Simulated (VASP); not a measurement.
A run of VASP 6.6.1 is set up as follows.

File POSCAR:

```
CdTe
1.0
    4.3555211725      0.0000000000      0.0000000000
   -2.1777605862      3.7719919821      0.0000000000
    0.0000000000      0.0000000000      7.0968497692
Cd Te
2 2
Direct
    0.0000000000      0.0000000000      0.0000000000
    0.0000000000      0.0000000000      0.5000000000
    0.3333333333      0.6666666667      0.2500000000
    0.6666666667      0.3333333333      0.7500000000
```

The input INCAR.step1:

```
ALGO = Normal
EDIFF = 1E-4
ENCUT = 600
GGA = PE
ISMEAR = -1
LASPH = T
LCHARG = F
LREAL = F
LWAVE = T
NELM = 100
PREC = Accurate
SIGMA = 0.02
```

File INCAR.step2:

```
ALGO = Normal
EDIFF = 1E-7
EDIFFG = -0.005
ENCUT = 600
IBRION = 2
ISIF = 3
ISMEAR = -1
ISTART = 1
LASPH = T
LCHARG = F
LMIXTAU = T
LREAL = F
LWAVE = F
METAGGA = R2SCAN
NELM = 100
NSW = 80
PREC = Accurate
SIGMA = 0.02
```

KPOINTS

```
k-points
0
Gamma
  6 6 4
```

Potentials or basis: VASP PAW PBE potentials, release 64 (Cd, Te).

Command:

```sh
$ cat potpaw_PBE.64/Cd/POTCAR potpaw_PBE.64/Te/POTCAR > POTCAR
$ cp INCAR.step1 INCAR
$ mpirun -np 1 vasp_std > vasp.out
$ cp INCAR.step2 INCAR
$ mpirun -np 1 vasp_std > vasp.out
```

(1) Estimate the space group after relaxing (to 0.05 Å).

(2) Predict the relaxed cell.

Answers

(1) P6_3/mmc (No. 194).

(2) a = 4.319 Å, b = 4.319 Å, c = 7.074 Å, α = 90.00°, β = 90.00°, γ = 120.00°.
